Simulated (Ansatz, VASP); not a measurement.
# Two plane-wave programs on Si5N

The input INCAR:

```
PREC = Accurate ; ENCUT = 520
EDIFF = 1E-6 ; ISMEAR = 0
SIGMA = 0.1 ; LREAL = F
LASPH = T ; NELM = 100
ALGO = Normal ; ISIF = 2
LWAVE = F ; LCHARG = F
GGA = PE ; NBANDS = 22
```

The input KPOINTS:

```
Automatic mesh
0
Gamma
  6 6 4
```

File POSCAR:

```
Si5N
1.0
    5.0928537700      0.0000000000      0.0000000000
   -2.5464268800      4.4105407400      0.0000000000
    0.0000000000      0.0000000000      4.7090932700
Si N
5 1
Direct
    0.6666666700      0.3333333300      0.0000000000
    0.3333333300      0.6666666700      0.0000000000
    0.0000000000      0.3230609900      0.5000000000
    0.6769390100      0.6769390100      0.5000000000
    0.3230609900      0.0000000000      0.5000000000
    0.0000000000      0.0000000000      0.0000000000
```

Input for Ansatz:

```yaml
crystal:
  lattice:
    - [5.09285377, 0.0, 0.0]
    - [-2.54642688, 4.41054074, 0.0]
    - [0.0, 0.0, 4.70909327]
  atoms:
    - { symbol: Si, position: [0.66666667, 0.33333333, 0.0] }
    - { symbol: Si, position: [0.33333333, 0.66666667, 0.0] }
    - { symbol: Si, position: [0.0, 0.32306099, 0.5] }
    - { symbol: Si, position: [0.67693901, 0.67693901, 0.5] }
    - { symbol: Si, position: [0.32306099, 0.0, 0.5] }
    - { symbol: "N", position: [0.0, 0.0, 0.0] }
basis:
  ecutwfc: 420
kpoints:
  mp_grid: { grid: [6, 6, 4] }
hamiltonian:
  xc: pbe
scf:
  occupations: { method: gaussian, width: 0.1 }
  lower_state_search: "off"
output:
  forces: true
  stress: true
  eigenvalues: true
```

Change from the starting cell: species swapped into the Zr5Sn type (P-62m, No. 189).

Alike in both runs: task single point; functional PBE; k mesh 6 × 6 × 4; occupations gaussian, width 0.1 eV; no spin polarisation.

```csv
,VASP,Ansatz
version,VASP 6.6.1,Ansatz 0.2.0
potentials or method,"VASP PAW PBE potentials, release 64 (Si, N), cutoff 520 eV","scalar-relativistic, plane waves, PAW"
valence electrons in the cell,25,25
```

```csv
,VASP,Ansatz,Ansatz less VASP
gap on the k mesh at the Fermi level (eV),none,none,-
pressure (GPa),-16.8,-16.8,+0.01
"traceless stress, the component that is largest in VASP (GPa)",-1.41,-1.41,-0.003
rms of the force components (eV/Å),0.087,0.087,+0.0001
```

Atom by atom the forces differ by 0.000 eV/Å (rms over components). A gap of «none» marks a metal or a gap that the smearing closes.
